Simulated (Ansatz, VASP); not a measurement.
## Li2H5 in VASP and in Ansatz

```
Li H
1.0
     1.45636    0.84083    6.74895
    -1.45636    0.84083    6.74895
     0.00000   -1.68166    6.74895
Li H
2 5
Direct
  0.07500 0.07500 0.07500
  0.92500 0.92500 0.92500
  0.18600 0.18600 0.18600
  0.81400 0.81400 0.81400
  0.33300 0.33300 0.33300
  0.66700 0.66700 0.66700
  0.50000 0.50000 0.50000
```

Change from the starting cell: species swapped into the B5W2 type (R-3m, No. 166).

Alike in both runs: task relaxation of cell and atoms; functional PBE; k mesh 6 × 6 × 6; occupations gaussian, width 0.1 eV; no spin polarisation.

```csv
,VASP,Ansatz
version,VASP 6.6.1,Ansatz 0.2.0
potentials or method,"VASP PAW PBE potentials, release 64 (Li_sv, H), cutoff 600 eV","scalar-relativistic, plane waves, PAW"
valence electrons in the cell,11,11
```

Ansatz gave:

```
gap on the k mesh at the Fermi level, each at its own relaxed structure (eV) : none
relaxed volume (Å³/atom)                                                     : 5.68
relaxed length of the cell vector where the two differ most in proportion (Å)              : 6.264
```

Estimate VASP's values.

gap on the k mesh at the Fermi level, each at its own relaxed structure (eV): none; relaxed volume (Å³/atom): 5.65; relaxed length of the cell vector where the two differ most in proportion (Å): 6.216.

A gap of «none» marks a metal or a gap that the smearing closes.

The k mesh is coarse, so the values compare programs but aren't converged. Noted on VASP's run: the cutoff is under 1.25 times that of the potentials, so the pressure is a little rough; the volume moved by over 15 % at a fixed basis, so the end points are rough.
